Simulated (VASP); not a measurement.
# Mo3P4 (Pm-3m) in VASP: further runs, part 2 of 2

VASP 6.6.1. The steps go on from the part before.

### 3 Relaxation of cell and atoms, PBE

This run uses another cell than the first one, of 20.30 Å³/atom, 1.266 times its volume.

The input, INCAR:

```
SYSTEM = Mo3P4
ALGO = Normal
EDIFF = 1E-7
EDIFFG = -0.04
ENCUT = 600
GGA = PE
IBRION = 2
ISIF = 3
ISMEAR = 0
LASPH = .TRUE.
LCHARG = .FALSE.
LREAL = .FALSE.
LWAVE = .FALSE.
NELM = 80
NSW = 90
PREC = Accurate
SIGMA = 0.1
```

The input, KPOINTS:

```
k-points
0
G
  4 4 4
  0 0 0
```

The input, POSCAR:

```
Mo3P4
1.0
    5.2183975200      0.0000000000      0.0000000000
    0.0000000000      5.2183975200      0.0000000000
    0.0000000000      0.0000000000      5.2183975200
Mo P
3 4
Direct
    0.0000000000      0.5000000000      0.5000000000
    0.5000000000      0.0000000000      0.5000000000
    0.5000000000      0.5000000000      0.0000000000
    0.5000000000      0.0000000000      0.0000000000
    0.0000000000      0.5000000000      0.0000000000
    0.0000000000      0.0000000000      0.5000000000
    0.0000000000      0.0000000000      0.0000000000
```

Potentials or basis: VASP PAW PBE potentials, release 64 (Mo_sv, P).

Started as:

```
cat potpaw_PBE.64/Mo_sv/POTCAR potpaw_PBE.64/P/POTCAR > POTCAR
mpirun -np 1 vasp_std > vasp.out
```

OUTCAR:

```text
SYSTEM = Mo3P4
   EDIFF = 1E-7
   EDIFFG = -0.04
   ENCUT = 600
   GGA = PE
   IBRION = 2
   ISIF = 3
   ISMEAR = 0
   LASPH = .TRUE.
   LREAL = .FALSE.
   NELM = 80
   NSW = 90
   PREC = Accurate

 ion  position               nearest neighbor table
   1  0.000  0.500  0.500-   5 2.61   6 2.61   5 2.61   6 2.61
   2  0.500  0.000  0.500-   4 2.61   6 2.61   4 2.61   6 2.61
   3  0.500  0.500  0.000-   4 2.61   5 2.61   4 2.61   5 2.61
   4  0.500  0.000  0.000-   2 2.61   3 2.61   7 2.61   2 2.61   3 2.61   7 2.61
   5  0.000  0.500  0.000-   1 2.61   3 2.61   7 2.61   1 2.61   7 2.61   3 2.61
   6  0.000  0.000  0.500-   1 2.61   2 2.61   7 2.61   7 2.61   1 2.61   2 2.61
   7  0.000  0.000  0.000-   4 2.61   5 2.61   6 2.61   6 2.61   5 2.61   4 2.61

  LATTYP: Found a simple cubic cell.
 ALAT       =     5.2183975200

  Lattice vectors:

 A1 = (   5.2183975200,   0.0000000000,   0.0000000000)
 A2 = (   0.0000000000,   5.2183975200,   0.0000000000)
 A3 = (   0.0000000000,   0.0000000000,   5.2183975200)

Analysis of symmetry for initial positions (statically):
=====================================================================
 Subroutine PRICEL returns:
 Original cell was already a primitive cell.

 Routine SETGRP: Setting up the symmetry group for a
 simple cubic supercell.

 Subroutine GETGRP returns: Found 48 space group operations
 (whereof 48 operations were pure point group operations)
 out of a pool of 48 trial point group operations.

The static configuration has the point symmetry O_h .

Analysis of symmetry for dynamics (positions and initial velocities):
=====================================================================
 Subroutine PRICEL returns:
 Original cell was already a primitive cell.

 Routine SETGRP: Setting up the symmetry group for a
 simple cubic supercell.

 Subroutine GETGRP returns: Found 48 space group operations
 (whereof 48 operations were pure point group operations)
 out of a pool of 48 trial point group operations.

The dynamic configuration has the point symmetry O_h .

 Subroutine INISYM returns: Found 48 space group operations
 (whereof 48 operations are pure point group operations),
[... 118 lines left out ...]
   AEXX    =    0.0000 exact exchange contribution
   IVDW    =     0    specifies the selected vdW correction
   LEPSILON=     F    determine dielectric tensor
   LRPA    =     F    only Hartree local field effects (RPA)
 conjugate gradient relaxation of ions
 non-spin polarized calculation
 Gauss-broadening in eV      SIGMA  =   0.10
  energy-cutoff  :      600.00
  volume of cell :      142.11
 maximum number of plane-waves:      4780
 NGX is ok and might be reduce to    42
   NGX = 21   NGY = 21   NGZ = 21

--------------------------------------- Ionic step        1  -------------------------------------------

 number of electron      62.0000003 magnetization

 Free energy of the ion-electron system (eV)
  ---------------------------------------------------
  ext. energy  EPLUGINS =         0.00000000
  ---------------------------------------------------
  free energy    TOTEN  =       -49.05862357 eV

  energy without entropy =      -48.98148556  energy(sigma->0) =      -49.02005457

------------------------ aborting loop because EDIFF is reached ----------------------------------------

  FORCE on cell =-STRESS in cart. coord.  units (eV):
  Direction    XX          YY          ZZ          XY          YZ          ZX
  --------------------------------------------------------------------------------------
  -------------------------------------------------------------------------------------
  Total      -19.8295887    -19.8295887    -19.8295887     -0.0000000     -0.0000000      0.0000000
  in kB     -223.5696316   -223.5696316   -223.5696316     -0.0000000     -0.0000000      0.0000000
  external PRESSURE =    -223.5696316 kB  Pullay stress =       0.0000000 kB
[... 28 lines left out ...]
--------------------------------------- Ionic step        2  -------------------------------------------

 number of electron      62.0000006 magnetization

 E-fermi :  12.4742     XC(G=0): -12.8577

 val. band max:       12.4655393727   @ k =   0.2500   0.2500   0.2500
 cond. band min:      12.4905015755   @ k =   0.5000   0.2500   0.2500
 fundamental gap:      0.0249622028
 Fermi energy:        12.4742373859

 k-point     1 :       0.0000    0.0000    0.0000
  band No.  band energies     occupation
      1     -48.0756      2.00000
      2     -48.0181      2.00000
      3     -48.0181      2.00000
      4     -22.5279      2.00000
      5     -22.5279      2.00000
      6     -22.5279      2.00000
[... 470 lines left out ...]
--------------------------------------- Ionic step        4  -------------------------------------------

 number of electron      61.9999996 magnetization

 Free energy of the ion-electron system (eV)
  ---------------------------------------------------
  ext. energy  EPLUGINS =         0.00000000
  ---------------------------------------------------
  free energy    TOTEN  =       -51.61651585 eV

  energy without entropy =      -51.55194637  energy(sigma->0) =      -51.58423111

 E-fermi :   9.4798     XC(G=0): -11.8054

 val. band max:        9.4366214107   @ k =   0.2500   0.2500   0.0000
 cond. band min:       9.4911849827   @ k =   0.2500   0.2500   0.2500
 fundamental gap:      0.0545635720
 Fermi energy:         9.4797560627

 k-point     1 :       0.0000    0.0000    0.0000
  band No.  band energies     occupation
      1     -51.4138      2.00000
      2     -51.3933      2.00000
      3     -51.3933      2.00000
      4     -25.6466      2.00000
      5     -25.6466      2.00000
      6     -25.6466      2.00000
[... 423 lines left out ...]
  FREE ENERGIE OF THE ION-ELECTRON SYSTEM (eV)
  ---------------------------------------------------
  free  energy   TOTEN  =       -51.6165158470 eV

  energy  without entropy=      -51.5519463733  energy(sigma->0) =      -51.58423111

 reached required accuracy - stopping structural energy minimisation
```

OSZICAR:

```text
N       E                     dE             d eps       ncg     rms          rms(c)
DAV:   1     0.582426680790E+03    0.58243E+03   -0.37366E+04   820   0.174E+03
DAV:   2    -0.212698606429E+02   -0.60370E+03   -0.59133E+03   854   0.433E+02
DAV:   3    -0.523736610409E+02   -0.31104E+02   -0.29812E+02   995   0.799E+01
[... 59 lines left out ...]
DAV:   6    -0.516165064033E+02   -0.18201E-04   -0.11380E-04   932   0.453E-02    0.251E-02
DAV:   7    -0.516165133605E+02   -0.69572E-05   -0.68019E-06   859   0.122E-02    0.118E-02
DAV:   8    -0.516165155701E+02   -0.22096E-05   -0.16074E-06   863   0.526E-03    0.286E-03
DAV:   9    -0.516165158095E+02   -0.23942E-06   -0.23980E-07   705   0.198E-03    0.116E-03
DAV:  10    -0.516165158470E+02   -0.37488E-07   -0.21825E-08   410   0.818E-04
   4 F= -.51616516E+02 E0= -.51584231E+02  d E =-.255789E+01
```

Wall time 3.5 min (1 thread of Intel Xeon Platinum 8375C at 2.90GHz (Ice Lake), shared host); peak memory 0.3 GiB.

Results:

```yaml
Free_energy: -51.6165 eV
Relaxed_volume: 16.11 Å³/atom
Relaxed_cell: a = 4.831 Å, b = 4.831 Å, c = 4.831 Å, α = 90.00°, β = 90.00°, γ = 90.00°
Space_group_after_relaxing_to_0.05_Å: Pm-3m (No. 221)
Energy_gained_by_relaxing: 365.4 meV/atom
Ionic_steps: 4
Pressure_after_relaxing: -0.3 GPa
Band_gap_on_the_k_mesh: zero (band 31 reaches 9.55 eV, above the bottom of band 32 at 8.62 eV)
```

Step by step:
| step | energy change (eV) | largest force (eV/Å) | pressure (GPa) | volume (Å³) |
| --- | --- | --- | --- | --- |
| 1 | 0.0000 | 0.0000 | -22.36 | 142.11 |
| 2 | 0.2969 | 0.0000 | 52.09 | 91.44 |
| 3 | -2.5538 | 0.0000 | -1.39 | 113.53 |
| 4 | -2.5579 | 0.0000 | -0.34 | 112.77 |

Final structure:
```cif
data_structure
_symmetry_space_group_name_H-M 'P 1'
_symmetry_Int_Tables_number 1
_cell_length_a 4.8313
_cell_length_b 4.8313
_cell_length_c 4.8313
_cell_angle_alpha 90.000
_cell_angle_beta 90.000
_cell_angle_gamma 90.000
_cell_volume 112.77
loop_
_atom_site_label
_atom_site_type_symbol
_atom_site_fract_x
_atom_site_fract_y
_atom_site_fract_z
_atom_site_occupancy
Mo1 Mo 0.00000 0.50000 0.50000 1
Mo2 Mo 0.50000 0.00000 0.50000 1
Mo3 Mo 0.50000 0.50000 0.00000 1
P1 P 0.50000 0.00000 0.00000 1
P2 P 0.00000 0.50000 0.00000 1
P3 P 0.00000 0.00000 0.50000 1
P4 P 0.00000 0.00000 0.00000 1
```

Caveat: the volume moved by over 15 % at a fixed basis, so the end points are rough.
